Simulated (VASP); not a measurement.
# BeZn4O (F-43m) in VASP: single point with PBE

Aim: the single point of BeZn4O with PBE.

All numbers are computed with VASP 6.6.1; they aren't measurements. Logs are shortened: lines on timing, memory, paths and dates and some standing lists are left out, and cuts for length are marked.

**1. The cell of the first run**

The structure is cubic, space group F-43m (No. 216). Conventional cell: a = 6.970 Å, b = 6.970 Å, c = 6.970 Å, α = 90.00°, β = 90.00°, γ = 90.00°. Within 3.8 Å of Be (site symmetry -43m) lie 12 Zn at 2.89 Å and 4 O at 3.02 Å. Within 3.2 Å of Zn (site symmetry 3m) lie 6 Zn at 2.46 to 2.47 Å and 3 Be at 2.89 Å and 3 O at 2.89 Å. O (site symmetry -43m) has 12 Zn at 2.89 Å and 4 Be at 3.02 Å within 3.8 Å.

The cell was built from a structure type or drawn by symmetry, and may not be a known phase.

**2. Single point, PBE, collinear spin, ferromagnetic start**

The input, INCAR:

```
SYSTEM = BeZn4O
ALGO = Normal ; EDIFF = 1E-7
ENCUT = 520 ; GGA = PE
ISIF = 2 ; ISMEAR = 0
ISPIN = 2 ; LASPH = .True.
LCHARG = .False. ; LORBIT = 11
LREAL = .False. ; LWAVE = .False.
MAGMOM = 0.21 0 0 0 0 0.8 ; NBANDS = 41
NELM = 150 ; PREC = Accurate
SIGMA = 0.1
```

The input, KPOINTS:

```
k-points
0
Gamma
  10 10 10
  0 0 0
```

The input, POSCAR:

```
BeZn4O
1.0
    0.0000000000      3.4852351801      3.4852351801
    3.4852351801      0.0000000000      3.4852351801
    3.4852351801      3.4852351801      0.0000000000
Be Zn O
1 4 1
Direct
    0.2500000000      0.2500000000      0.2500000000
    0.6248085000      0.1255744999      0.6248085000
    0.6248085000      0.6248085000      0.1255744999
    0.6248085000      0.6248085000      0.6248085000
    0.1255744999      0.6248085000      0.6248085000
    0.0000000000      0.0000000000      0.0000000000
```

Potentials or basis: VASP PAW PBE potentials, release 64 (Be, Zn, O).

The run is started by

```bash
cat potpaw_PBE.64/Be/POTCAR potpaw_PBE.64/Zn/POTCAR potpaw_PBE.64/O/POTCAR > POTCAR
mpirun -np 1 vasp_std > vasp.out
```

OUTCAR:

```text
SYSTEM = BeZn4O
   EDIFF = 1E-7
   ENCUT = 520
   GGA = PE
   ISIF = 2
   ISMEAR = 0
   ISPIN = 2
   LASPH = .True.
   LORBIT = 11
   LREAL = .False.
   NELM = 150
   PREC = Accurate

 ion  position               nearest neighbor table
   1  0.250  0.250  0.250-
   2  0.625  0.126  0.625-   3 2.46   4 2.46   5 2.46   5 2.47   3 2.47   4 2.47
   3  0.625  0.625  0.126-   2 2.46   4 2.46   5 2.46   2 2.47   5 2.47   4 2.47
   4  0.625  0.625  0.625-   2 2.46   3 2.46   5 2.46   5 2.47   2 2.47   3 2.47
   5  0.126  0.625  0.625-   2 2.46   3 2.46   4 2.46   2 2.47   3 2.47   4 2.47
   6  0.000  0.000  0.000-

  LATTYP: Found a face centered cubic cell.
 ALAT       =     6.9704703602

  Lattice vectors:

 A1 = (   0.0000000000,   3.4852351801,   3.4852351801)
 A2 = (   3.4852351801,   0.0000000000,   3.4852351801)
 A3 = (   3.4852351801,   3.4852351801,   0.0000000000)

Analysis of symmetry for initial positions (statically):
=====================================================================
 Subroutine PRICEL returns:
 Original cell was already a primitive cell.

 Routine SETGRP: Setting up the symmetry group for a
 face centered cubic supercell.

 Subroutine GETGRP returns: Found 24 space group operations
 (whereof 24 operations were pure point group operations)
 out of a pool of 48 trial point group operations.

The static configuration has the point symmetry T_d .

Analysis of symmetry for dynamics (positions and initial velocities):
=====================================================================
 Subroutine PRICEL returns:
 Original cell was already a primitive cell.

 Routine SETGRP: Setting up the symmetry group for a
 face centered cubic supercell.

 Subroutine GETGRP returns: Found 24 space group operations
 (whereof 24 operations were pure point group operations)
 out of a pool of 48 trial point group operations.

The dynamic configuration has the point symmetry T_d .

Analysis of structural, dynamic, and magnetic symmetry:
=====================================================================
 Subroutine PRICEL returns:
 Original cell was already a primitive cell.

 Routine SETGRP: Setting up the symmetry group for a
 face centered cubic supercell.

 Subroutine GETGRP returns: Found 24 space group operations
 (whereof 24 operations were pure point group operations)
 out of a pool of 48 trial point group operations.

The overall configuration has the point symmetry T_d .

 Subroutine INISYM returns: Found 24 space group operations
 (whereof 24 operations are pure point group operations),
 and found     1 'primitive' translations

----------------------------------------------------------------------------------------

                                     Primitive cell

  volume of cell :      84.6694

  direct lattice vectors                    reciprocal lattice vectors
     0.000000000  3.485235180  3.485235180    -0.143462342  0.143462342  0.143462342
     3.485235180  0.000000000  3.485235180     0.143462342 -0.143462342  0.143462342
     3.485235180  3.485235180  0.000000000     0.143462342  0.143462342 -0.143462342

  length of vectors
     4.928866860  4.928866860  4.928866860     0.248484065  0.248484065  0.248484065

  position of ions in fractional coordinates (direct lattice)
     0.250000000  0.250000000  0.250000000
     0.624808500  0.125574500  0.624808500
     0.624808500  0.624808500  0.125574500
     0.624808500  0.624808500  0.624808500
     0.125574500  0.624808500  0.624808500
     0.000000000  0.000000000  0.000000000

  ion indices of the primitive-cell ions
   primitive index   ion index
                 1           1
                 2           2
                 3           3
                 4           4
                 5           5
                 6           6

----------------------------------------------------------------------------------------

 KPOINTS: k-points

Automatic generation of k-mesh.
 Grid dimensions read from file:
 generate k-points for:   10   10   10

 Generating k-lattice:
[... 41 lines left out ...]
  0.300000  0.300000  0.000000      6.000000
  0.400000  0.300000  0.000000     24.000000
 [... further k-points ...]
   k-points           NKPTS =     47   k-points in BZ     NKDIM =     47   number of bands    NBANDS=     41
   number of dos      NEDOS =    301   number of ions     NIONS =      6
   total plane-waves  NPLWV =  64000
   dimension x,y,z NGX =    40 NGY =   40 NGZ =   40
   dimension x,y,z NGXF=    80 NGYF=   80 NGZF=   80
   ions per type =               1   4   1
   NGX,Y,Z   is equivalent  to a cutoff of  13.49, 13.49, 13.49 a.u.
   NGXF,Y,Z  is equivalent  to a cutoff of  26.98, 26.98, 26.98 a.u.
 SYSTEM =  BeZn4O
   PREC   = accura    normal or accurate (medium, high low for compatibility)
   ISTART =      0    job   : 0-new  1-cont  2-samecut
   ICHARG =      2    charge: 1-file 2-atom 10-const
   ISPIN  =      2    spin polarized calculation?
   LNONCOLLINEAR =      F non collinear calculations
   LSORBIT =      F    spin-orbit coupling
   LASPH  =      T    aspherical Exc in radial PAW
   ENCUT  =  520.0 eV  38.22 Ry    6.18 a.u.   9.16  9.16  9.16*2*pi/ulx,y,z
   NELM   =    150;   NELMIN=  2; NELMDL= -5     # of ELM steps
   EDIFF  = 0.1E-06   stopping-criterion for ELM
   LREAL  =      F    real-space projection
   EDIFFG = 0.1E-05   stopping-criterion for IOM
   NSW    =      0    number of steps for IOM
   IBRION =     -1    ionic relax: 0-MD 1-quasi-New 2-CG
   NFREE  =      0    steps in history (QN), initial steepest desc. (CG)
   ISIF   =      2    stress and relaxation
   ISYM   =      2    0-nonsym 1-usesym 2-fastsym
   POTIM  = 0.5000    time-step for ionic-motion
   TEBEG  =    0.0;   TEEND  =   0.0 temperature during run
   PSTRESS=    0.0 pullay stress
   NELECT =      56.0000    total number of electrons
   NUPDOWN=      -1.0000    fix difference up-down
   EMIN   =  10.00;   EMAX   =-10.00  energy-range for DOS
   EFERMI =   0.00;   METHOD = LEGACY
   ISMEAR =     0;   SIGMA  =   0.10  broadening in eV -4-tet -1-fermi 0-gaus
   EFERMI_NEDOS =   21; number of points for ismear=-14 and -15
   IALGO  =     38    algorithm
   IMIX   =      4    mixing-type and parameters
     AMIX     =   0.40;   BMIX     =  1.00
     AMIX_MAG =   1.60;   BMIX_MAG =  1.00
  volume/ion in A,a.u.               =      14.11        95.23
  Fermi-wavevector in a.u.,A,eV,Ry     =   1.426359  2.695427 27.681041  2.034499
  Thomas-Fermi vector in A             =   2.546644
   LORBIT       =     11    0 simple, 1 ext, 2 COOP (PROOUT), +10 PAW based schemes
   GGA     = PE    functional components
   LHFCALC =     F    Hartree Fock is set to
   AEXX    =    0.0000 exact exchange contribution
   IVDW    =     0    specifies the selected vdW correction
   LEPSILON=     F    determine dielectric tensor
   LRPA    =     F    only Hartree local field effects (RPA)
 spin polarized calculation
 Gauss-broadening in eV      SIGMA  =   0.10
  energy-cutoff  :      520.00
  volume of cell :       84.67
 maximum number of plane-waves:      2301
 NGX is ok and might be reduce to    40
   NGX = 19   NGY = 19   NGZ = 19

 number of electron      55.9999971 magnetization       0.0106089

 number of electron      55.9999971 magnetization      -0.0006024

 Free energy of the ion-electron system (eV)
  ---------------------------------------------------
  ext. energy  EPLUGINS =         0.00000000
  ---------------------------------------------------
  free energy    TOTEN  =       -10.46642232 eV

  energy without entropy =      -10.44908678  energy(sigma->0) =      -10.45775455

 E-fermi :   2.4831     XC(G=0): -10.9238

 val. band max:        2.4647493141   @ k =   0.4000   0.2000   0.0000
 cond. band min:       2.4838651617   @ k =  -0.4000   0.3000   0.0000
 fundamental gap:      0.0191158476
 Fermi energy:         2.4830796490

 spin component 1

 k-point     1 :       0.0000    0.0000    0.0000
  band No.  band energies     occupation
      1     -13.9218      1.00000
      2      -7.5392      1.00000
      3      -6.0241      1.00000
      4      -6.0241      1.00000
      5      -6.0241      1.00000
      6      -5.6914      1.00000
[... 1021 lines left out ...]
     39      11.7927      0.00000
     40      13.8044      0.00000

 [... further k-points ...]

 spin component 2

 k-point     1 :       0.0000    0.0000    0.0000
  band No.  band energies     occupation
      1     -13.9224      1.00000
      2      -7.5392      1.00000
      3      -6.0242      1.00000
      4      -6.0242      1.00000
      5      -6.0242      1.00000
      6      -5.6914      1.00000
[... 1021 lines left out ...]
     39      11.7926      0.00000
     40      13.8043      0.00000

 [... further k-points ...]

 [bands above 40 left out]

------------------------ aborting loop because EDIFF is reached ----------------------------------------

  FORCE on cell =-STRESS in cart. coord.  units (eV):
  Direction    XX          YY          ZZ          XY          YZ          ZX
  --------------------------------------------------------------------------------------
  -------------------------------------------------------------------------------------
  Total        0.1626411      0.1626411      0.1626411      0.0000000     -0.0000000     -0.0000000
  in kB        3.0776166      3.0776166      3.0776166      0.0000000     -0.0000000     -0.0000000
  external PRESSURE =       3.0776166 kB  Pullay stress =       0.0000000 kB

 VOLUME and BASIS-vectors are now :
 -----------------------------------------------------------------------------
  energy-cutoff  :      520.00
  volume of cell :       84.67
      direct lattice vectors                 reciprocal lattice vectors
     0.000000000  3.485235180  3.485235180    -0.143462342  0.143462342  0.143462342
     3.485235180  0.000000000  3.485235180     0.143462342 -0.143462342  0.143462342
     3.485235180  3.485235180  0.000000000     0.143462342  0.143462342 -0.143462342

 POSITION                                       TOTAL-FORCE (eV/Angst)
 -----------------------------------------------------------------------------------
      1.74262      1.74262      1.74262        -0.000000     -0.000000     -0.000000
      2.61526      4.35521      2.61526         0.000054     -0.000054      0.000054
      2.61526      2.61526      4.35521         0.000054      0.000054     -0.000054
      4.35521      4.35521      4.35521        -0.000054     -0.000054     -0.000054
      4.35521      2.61526      2.61526        -0.000054      0.000054      0.000054
      0.00000      0.00000      0.00000        -0.000000     -0.000000     -0.000000
 -----------------------------------------------------------------------------------
    total drift:                                0.000000      0.000000      0.000000

  FREE ENERGIE OF THE ION-ELECTRON SYSTEM (eV)
  ---------------------------------------------------
  free  energy   TOTEN  =       -10.4664223225 eV

  energy  without entropy=      -10.4490867823  energy(sigma->0) =      -10.45775455

 total charge

# of ion       s       p       d       tot
------------------------------------------
    1        0.374   0.314   0.000   0.688
    2        0.619   0.483   9.735  10.837
    3        0.619   0.483   9.735  10.837
    4        0.619   0.483   9.735  10.837
    5        0.619   0.483   9.735  10.837
    6        1.611   3.130   0.000   4.741
--------------------------------------------------
tot          4.463   5.374  38.941  48.778

 magnetization (x)

# of ion       s       p       d       tot
------------------------------------------
    1       -0.000  -0.000   0.000  -0.000
    2       -0.000  -0.000  -0.000  -0.000
    3       -0.000  -0.000  -0.000  -0.000
    4       -0.000  -0.000  -0.000  -0.000
    5       -0.000  -0.000  -0.000  -0.000
    6       -0.000  -0.000   0.000  -0.000
--------------------------------------------------
tot         -0.000  -0.000  -0.000  -0.000
```

Wall time 6.6 min (1 thread of Intel Xeon Platinum 8259CL at 2.50GHz (Skylake/Cascade Lake), shared host); peak memory 0.44 GiB.

What came out:

```
Free energy                                           : -10.4664 eV
Pressure                                              : 0.3 GPa
Band gap on the k mesh                                : zero (filled and empty bands overlap)
Net moment                                            : 0.00 μB per cell
Valence electrons inside the program's atomic spheres : Be 0.69; Zn 10.84; O 4.74
```

Caveat: semilocal functionals underestimate gaps, so a narrow gap can read as zero.
